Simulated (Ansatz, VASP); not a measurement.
## Two plane-wave programs on Pt

Contents of INCAR:

```
PREC = Accurate
ENCUT = 520
EDIFF = 1E-6
ISMEAR = 0
SIGMA = 0.15
LREAL = F
LASPH = T
NELM = 80
ALGO = Fast
ISIF = 2
LWAVE = F
LCHARG = T
GGA = PE
LELF = T
LVHAR = T
NBANDS = 17
```

KPOINTS

```
Automatic mesh
0
Gamma
  18 18 10
```

File POSCAR:

```
Pt
1.0
    2.4826856532      0.0000000000      0.0000000000
   -1.2413428266      2.1500688453      0.0000000000
    0.0000000000      0.0000000000      4.7813829983
Pt
2
Direct
    0.6666666667      0.3333333333      0.7500000000
    0.3333333333      0.6666666667      0.2500000000
```

Input for Ansatz:

```yaml
crystal:
  lattice:
    - [2.4826856532, 0.0, 0.0]
    - [-1.2413428266, 2.1500688453, 0.0]
    - [0.0, 0.0, 4.7813829983]
  atoms:
    - { symbol: Pt, position: [0.6666666667, 0.3333333333, 0.75] }
    - { symbol: Pt, position: [0.3333333333, 0.6666666667, 0.25] }
basis:
  ecutwfc: 420
kpoints:
  mp_grid: { grid: [18, 18, 10] }
hamiltonian:
  xc: pbe
scf:
  occupations: { method: gaussian, width: 0.15 }
output:
  forces: true
  stress: true
  eigenvalues: true
```

Change from the starting cell: normal strain along x -0.1000, normal strain along y -0.1000.

Alike in both runs: task single point; functional PBE; k mesh 18 × 18 × 10; occupations gaussian, width 0.15 eV; no spin polarisation.

|  | VASP | Ansatz |
| --- | --- | --- |
| version | VASP 6.6.1 | Ansatz 0.2.0 |
| potentials or method | VASP PAW PBE potentials, release 64 (Pt), cutoff 520 eV | scalar-relativistic, plane waves, PAW |
| valence electrons in the cell | 20 | 36 |

```csv
,VASP,Ansatz,Ansatz less VASP
gap on the k mesh at the Fermi level (eV),none,none,-
pressure (GPa),103.0,103.5,+0.43
"traceless stress, the component that is largest in VASP (GPa)",-55.59,-55.85,-0.258
```

A gap of «none» marks a metal or a gap that the smearing closes. Both programs put the cell under a high pressure, so it lies far from rest at this level. VASP's potentials hold 20 valence electrons a cell and Ansatz's 36, so a difference there can come from the potentials and not from the codes.

Neither program's run includes spin-orbit coupling. Noted on VASP's run: the cell as given lies far from equilibrium.
